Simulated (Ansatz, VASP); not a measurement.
Hf in VASP and in Ansatz

```
CELL_PARAMETERS angstrom
-1.77360 1.77360 1.77360
1.77360 -1.77360 1.77360
1.77360 1.77360 -1.77360
ATOMIC_POSITIONS crystal
Hf 0.00000 0.00000 0.00000
```

Alike in both runs: functional PBE; k mesh 16 × 16 × 16; occupations fermi-dirac, width 0.08 eV; no spin polarisation.

Ansatz relaxed the structure, and its values are those at the end. VASP's run is a single point on that final structure, the one shown.

|  | VASP | Ansatz |
| --- | --- | --- |
| version | VASP 6.6.1 | Ansatz 0.2.0 |
| potentials or method | VASP PAW PBE potentials, release 64 (Hf_pv) | PAW with Ansatz's default frozen-core files, scalar-relativistic |
| plane-wave cutoff (eV) | 520 | 420 |
| valence electrons in the cell | 10 | 26 |

|  | VASP | Ansatz | Ansatz less VASP |
| --- | --- | --- | --- |
| pressure (GPa) | -0.3 | 0.0 | +0.34 |

VASP's potentials hold 10 valence electrons a cell and Ansatz's 26, so a difference there can come from the potentials and not from the codes.

Spin-orbit coupling is off throughout.
